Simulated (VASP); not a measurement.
# TaSi2 (P6_222) in VASP: a series of runs, part 2 of 2

VASP 6.6.1.

## Step 3: Electric field gradients, r2SCAN

Contents of POSCAR:

```
TaSi2
1.0
    4.7799993808      0.0000000000      0.0000000000
   -2.3899996904      4.1396008938      0.0000000000
    0.0000000000      0.0000000000      6.5640000000
Ta Si
3 6
Direct
    0.5000000000      0.0000000000      0.5000000000
    0.5000000000      0.5000000000      0.8333333333
    0.0000000000      0.5000000000      0.1666666667
    0.1589278110      0.3178556221      0.5000000000
    0.8410721890      0.1589278110      0.8333333333
    0.6821443779      0.8410721890      0.1666666667
    0.8410721890      0.6821443779      0.5000000000
    0.1589278110      0.8410721890      0.8333333333
    0.3178556221      0.1589278110      0.1666666667
```

Contents of INCAR.step1:

```
ALGO     = Normal         # electronic algorithm
EDIFF    = 1E-4           # SCF threshold, eV
ENCUT    = 520            # plane-wave cutoff, eV
GGA      = PE             # functional
ISMEAR   = -1             # smearing method
LASPH    = True           # aspherical terms in the spheres
LCHARG   = False          # write CHGCAR
LREAL    = False          # projectors in reciprocal space
LWAVE    = True           # write WAVECAR
NBANDS   = 38             # bands
NELM     = 80             # most SCF steps
PREC     = Accurate       # precision mode
SIGMA    = 0.05           # smearing width, eV
```

Contents of INCAR.step2:

```
ALGO     = Normal         # electronic algorithm
EDIFF    = 1E-8           # SCF threshold, eV
ENCUT    = 520            # plane-wave cutoff, eV
ISIF     = 2              # what is computed and relaxed
ISMEAR   = -1             # smearing method
ISTART   = 1            
LASPH    = True           # aspherical terms in the spheres
LCHARG   = False          # write CHGCAR
LEFG     = True         
LMIXTAU  = True         
LREAL    = False          # projectors in reciprocal space
LWAVE    = False          # write WAVECAR
METAGGA  = R2SCAN         # meta-GGA
NBANDS   = 38             # bands
NELM     = 80             # most SCF steps
PREC     = Accurate       # precision mode
SIGMA    = 0.05           # smearing width, eV
```

Contents of KPOINTS:

```
k-points
0
Gamma
  8 8 5
```

Potentials or basis: VASP PAW PBE potentials, release 64 (Ta_pv, Si).

On the command line:

```bash
> cat potpaw_PBE.64/Ta_pv/POTCAR potpaw_PBE.64/Si/POTCAR > POTCAR
> cp INCAR.step1 INCAR
> mpirun -np 1 vasp_std > vasp.out
> cp INCAR.step2 INCAR
> mpirun -np 1 vasp_std > vasp.out
```

OUTCAR:

```text
EDIFF = 1E-8
   ENCUT = 520
   ISIF = 2
   ISMEAR = -1
   ISTART = 1
   LASPH = True
   LREAL = False
   METAGGA = R2SCAN
   NELM = 80
   PREC = Accurate

 ion  position               nearest neighbor table
   1  0.500  0.000  0.500-   6 2.60   9 2.60   8 2.60   5 2.60   4 2.73   7 2.73   7 2.73   4 2.73
                             4 2.82   7 2.82   2 3.24   2 3.24   3 3.24   3 3.24
   2  0.500  0.500  0.833-   4 2.60   7 2.60   6 2.60   9 2.60   5 2.73   8 2.73   8 2.73   5 2.73
                             8 2.82   5 2.82   1 3.24   1 3.24   3 3.24   3 3.24
   3  0.000  0.500  0.167-   4 2.60   7 2.60   5 2.60   8 2.60   9 2.73   6 2.73   9 2.73   6 2.73
                             6 2.82   9 2.82   1 3.24   1 3.24   2 3.24   2 3.24
   4  0.159  0.318  0.500-   5 2.55   9 2.55   3 2.60   2 2.60   7 2.63   1 2.73   1 2.73   1 2.82
                             7 2.83   7 2.83
   5  0.841  0.159  0.833-   4 2.55   6 2.55   1 2.60   3 2.60   8 2.63   2 2.73   2 2.73   2 2.82
                             8 2.83   8 2.83
   6  0.682  0.841  0.167-   7 2.55   5 2.55   1 2.60   2 2.60   9 2.63   3 2.73   3 2.73   3 2.82
                             9 2.83   9 2.83
   7  0.841  0.682  0.500-   8 2.55   6 2.55   3 2.60   2 2.60   4 2.63   1 2.73   1 2.73   1 2.82
                             4 2.83   4 2.83
   8  0.159  0.841  0.833-   7 2.55   9 2.55   1 2.60   3 2.60   5 2.63   2 2.73   2 2.73   2 2.82
                             5 2.83   5 2.83
   9  0.318  0.159  0.167-   4 2.55   8 2.55   1 2.60   2 2.60   6 2.63   3 2.73   3 2.73   3 2.82
                             6 2.83   6 2.83

  LATTYP: Found a hexagonal cell.
[... 1235 lines left out ...]
   1     -48.533    53.936    -5.404     0.001    -0.000     0.000
   2      28.319   -22.915    -5.404   -44.369    -0.000     0.000
   3      28.319   -22.915    -5.404    44.371    -0.000     0.000
   4       2.567     6.926    -9.493     0.000   -23.540    -0.000
   5       5.836     3.656    -9.492    -1.888   -11.770   -20.386
   6       5.836     3.656    -9.492     1.888    11.770   -20.386
   7       2.567     6.926    -9.493     0.000    23.540     0.000
   8       5.836     3.656    -9.492    -1.888    11.770    20.386
   9       5.836     3.656    -9.492     1.888   -11.770    20.386
---------------------------------------------------------------------

 Electric field gradients after diagonalization (V/A^2)
 (convention: |V_zz| > |V_xx| > |V_yy|)
----------------------------------------------------------------------
 ion       V_xx      V_yy      V_zz     asymmetry (V_yy - V_xx)/ V_zz
----------------------------------------------------------------------
   1     -48.533    -5.404    53.936       0.800
   2     -48.532    -5.404    53.935       0.800
   3     -48.533    -5.404    53.936       0.800
   4      20.837     6.926   -27.763       0.501
   5      20.837     6.926   -27.763       0.501
   6      20.837     6.926   -27.763       0.501
   7      20.837     6.926   -27.763       0.501
   8      20.837     6.926   -27.763       0.501
   9      20.837     6.926   -27.763       0.501
----------------------------------------------------------------------

           NMR quadrupolar parameters

 Cq : quadrupolar parameter    Cq=e*Q*V_zz/h
 eta: asymmetry parameters     (V_yy - V_xx)/ V_zz
 Q  : nuclear electric quadrupole moment in mb (millibarn)
----------------------------------------------------------------------
 ion       Cq(MHz)       eta       Q (mb)
----------------------------------------------------------------------
   1       0.130       0.800       1.000
   2       0.130       0.800       1.000
   3       0.130       0.800       1.000
   4      -0.067       0.501       1.000
   5      -0.067       0.501       1.000
   6      -0.067       0.501       1.000
   7      -0.067       0.501       1.000
   8      -0.067       0.501       1.000
   9      -0.067       0.501       1.000
----------------------------------------------------------------------
```

OUTCAR.step1:

```text
EDIFF = 1E-4
   ENCUT = 520
   GGA = PE
   ISMEAR = -1
   LASPH = True
   LREAL = False
[... 1243 lines left out ...]
      2.39000      2.82381      3.28200         0.000000      0.001829      0.000000
     -1.25049      3.48170      5.47000        -0.001584      0.000915      0.000000
      1.13951      0.65790      1.09400        -0.001584     -0.000915      0.000000
 -----------------------------------------------------------------------------------
    total drift:                                0.000000     -0.000000     -0.000000

  FREE ENERGIE OF THE ION-ELECTRON SYSTEM (eV)
  ---------------------------------------------------
  free  energy   TOTEN  =       -72.2659954108 eV

  energy  without entropy=      -72.2443962116  energy(sigma->0) =      -72.25519581
```

Wall time 16 min (1 thread of Intel Xeon 8259CL, shared host); peak memory 0.33 GiB.

What came out:

- Free energy: -202.4494 eV
- Pressure: -0.1 GPa
- Largest force: 0.074 eV/Å

Forces on the atoms (eV/Å):
```
Ta   0.000  0.000  0.000
Ta   0.000  0.000  0.000
Ta   0.000  0.000  0.000
Si   0.000 -0.074  0.000
Si   0.064 -0.037  0.000
Si   0.064  0.037  0.000
Si   0.000  0.074  0.000
Si  -0.064  0.037  0.000
Si  -0.064 -0.037  0.000
```

Stress tensor (GPa, compression positive):
```
 0.13  0.00  0.00
 0.00  0.13  0.00
 0.00  0.00 -0.42
```

Electric field gradients, principal values (V/Å²):
```tsv
atom	least	middle	greatest (by size)
1 Ta	-5.404	-48.533	53.936
2 Ta	-5.404	-48.532	53.935
3 Ta	-5.404	-48.533	53.936
4 Si	6.926	20.837	-27.763
5 Si	6.926	20.837	-27.763
6 Si	6.926	20.837	-27.763
7 Si	6.926	20.837	-27.763
8 Si	6.926	20.837	-27.763
9 Si	6.926	20.837	-27.763
```

Caveat: without QUAD_EFG the Cq values of the log hold for a quadrupole moment of 1 mb, not for the nuclei; the PAW data sets were made with another functional, which shifts forces and pressure a little.
